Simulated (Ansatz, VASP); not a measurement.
# One calculation of BeS, two programs

File INCAR:

```
PREC = Accurate
ENCUT = 520
EDIFF = 1E-6
ISMEAR = 0
SIGMA = 0.05
LREAL = F
LASPH = T
NELM = 100
ALGO = Normal
ISIF = 2
LWAVE = F
LCHARG = T
GGA = PS
LELF = T
LVHAR = T
NBANDS = 11
```

KPOINTS

```
Automatic mesh
0
Gamma
  10 10 10
```

Contents of POSCAR:

```
BeS
1.0
    0.0000000000      2.4712811280      2.3932608251
    2.3932608251      0.0000000000      2.3932608251
    2.3932608251      2.4712811280      0.0000000000
Be S
1 1
Direct
    0.0000000000      0.0000000000      0.0000000000
    0.7500000000      0.7500000000      0.7500000000
```

Input for Ansatz:

```yaml
crystal:
  lattice:
    - [0.0, 2.471281128, 2.3932608251]
    - [2.3932608251, 0.0, 2.3932608251]
    - [2.3932608251, 2.471281128, 0.0]
  atoms:
    - { symbol: Be, position: [0.0, 0.0, 0.0] }
    - { symbol: S, position: [0.75, 0.75, 0.75] }
basis:
  ecutwfc: 520.0
kpoints:
  mp_grid: { grid: [10, 10, 10] }
hamiltonian:
  xc: pbesol
scf:
  occupations: { method: gaussian, width: 0.05 }
output:
  forces: true
  stress: true
  eigenvalues: true
```

Alike in both runs: task single point; functional PBEsol; k mesh 10 × 10 × 10; occupations gaussian, width 0.05 eV; no spin polarisation.

|  | VASP | Ansatz |
| --- | --- | --- |
| version | VASP 6.6.1 | Ansatz 0.2.0 |
| potentials or method | VASP PAW PBE potentials, release 64 (Be, S), cutoff 520 eV | scalar-relativistic, plane waves, PAW |
| valence electrons in the cell | 8 | 8 |

|  | VASP | Ansatz | Ansatz less VASP |
| --- | --- | --- | --- |
| gap on the k mesh at the Fermi level (eV) | 2.77 | 2.77 | -0.003 |
| least direct gap on the mesh (eV) | 5.54 | 5.51 | -0.028 |
| pressure (GPa) | 0.1 | 0.0 | -0.16 |
| traceless stress, the component that is largest in VASP (GPa) | -2.14 | -2.15 | -0.011 |

VASP's potentials were made for PBE, not for PBEsol.
